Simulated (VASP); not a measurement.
HfO2:

```
Hf O
1.0
     0.00000    2.55750    2.55750
     2.55750    0.00000    2.55750
     2.55750    2.55750    0.00000
Hf O
1 2
Cartesian
  0.0000 0.0000 0.0000
  1.2788 1.2788 1.2788
  3.8363 3.8363 3.8363
```

Base run:

```yaml
Program: VASP 6.6.1
Functional: LDA
Potentials_or_basis: VASP PAW LDA potentials, release 64 (Hf_pv, O)
Cutoff: 520 eV
k_mesh: 10 × 10 × 10
Occupations: fermi-dirac, width 0.02 eV
Spin: no spin polarisation
```

Its results: band gap on the k mesh 3.52 eV, direct; pressure -19.3 GPa.

Problem. After a change of settings the same cell gave: band gap on the k mesh 4.21 eV, direct; pressure -12.1 GPa. Which change was it?
A. functional from LDA to PBE; potentials or basis from VASP PAW LDA potentials, release 64 (Hf_pv, O) to VASP PAW PBE potentials, release 64 (Hf_pv, O)
B. functional from LDA to PBEsol; potentials or basis from VASP PAW LDA potentials, release 64 (Hf_pv, O) to VASP PAW PBE potentials, release 64 (Hf_pv, O)
C. functional from LDA to r2SCAN; potentials or basis from VASP PAW LDA potentials, release 64 (Hf_pv, O) to VASP PAW PBE potentials, release 64 (Hf_pv, O)

Solution. C.

Caveats: spin-orbit coupling is left out, which moves the levels of the heavy elements; the PAW data sets were made with another functional, which shifts forces and pressure a little (some runs).
